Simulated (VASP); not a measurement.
Input of a VASP 6.6.1 run:

File INCAR:

```
SYSTEM = B
ALGO = Normal
EDIFF = 1E-6
ENCUT = 520
GGA = PE
ISIF = 2
ISMEAR = -1
LASPH = .TRUE.
LCHARG = .TRUE.
LELF = .TRUE.
LREAL = .FALSE.
LVHAR = .TRUE.
LWAVE = .FALSE.
NBANDS = 14
NELM = 100
PREC = Accurate
SIGMA = 0.05
```

KPOINTS

```
k-points
0
G
  15 15 5
  0 0 0
```

Contents of POSCAR:

```
B
1.0
    2.8858735673      0.0000000000      0.0000000000
   -1.4429367837      2.4992398214      0.0000000000
    0.0000000000      0.0000000000      3.6982585581
B
4
Direct
    0.0000000000      0.0000000000      0.2500000000
    0.0000000000      0.0000000000      0.7500000000
    0.3333333333      0.6666666667      0.2500000000
    0.6666666667      0.3333333333      0.7500000000
```

Potentials or basis: VASP PAW PBE potentials, release 64 (B).

Launch:

```bash
$ cat potpaw_PBE.64/B/POTCAR > POTCAR
$ mpirun -np 1 vasp_std > vasp.out
```

(1) Estimate the pressure.

(2) Estimate the band gap on the k mesh.

## Answers

(1) 33.1 GPa.

(2) zero (band 6 reaches 8.30 eV, above the bottom of band 7 at 5.56 eV).
